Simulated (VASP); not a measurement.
Crystal: TiC.

```
CELL_PARAMETERS angstrom
0.00000 4.33234 4.33234
4.33234 0.00000 4.33234
4.33234 4.33234 0.00000
ATOMIC_POSITIONS crystal
Ti 0.00000 0.00000 0.00000
Ti 0.00000 0.00000 0.50000
Ti 0.00000 0.50000 0.00000
Ti 0.00000 0.50000 0.50000
Ti 0.50000 0.00000 0.00000
Ti 0.50000 0.00000 0.50000
Ti 0.50000 0.50000 0.00000
Ti 0.50000 0.50000 0.50000
C 0.25000 0.25000 0.25000
C 0.25000 0.25000 0.75000
C 0.25000 0.75000 0.25000
C 0.25000 0.75000 0.75000
C 0.75000 0.25000 0.25000
C 0.75000 0.25000 0.75000
C 0.75000 0.75000 0.25000
C 0.75000 0.75000 0.75000
```

Base run:

* Program: VASP 6.6.1
* Functional: PBEsol
* Potentials or basis: VASP PAW PBE potentials, release 64 (Ti_sv, C)
* Cutoff: 600 eV
* k mesh: 4 × 4 × 4
* Occupations: methfessel-paxton, width 0.1 eV
* Spin: no spin polarisation

Its results: band gap on the k mesh zero (bands 64 and 65 overlap by 0.39 eV); pressure -6.7 GPa.

**Question.** The run is repeated on the same cell with these changes: functional from PBEsol to r2SCAN; cutoff from 600 eV to 660 eV. What comes out?

**Answer.** Band gap on the k mesh zero (bands 64 and 65 overlap by 0.47 eV); pressure 0.0 GPa.

Caveats: the PAW data sets were made with another functional, which shifts forces and pressure a little; the cell stands under tension (at least some runs).
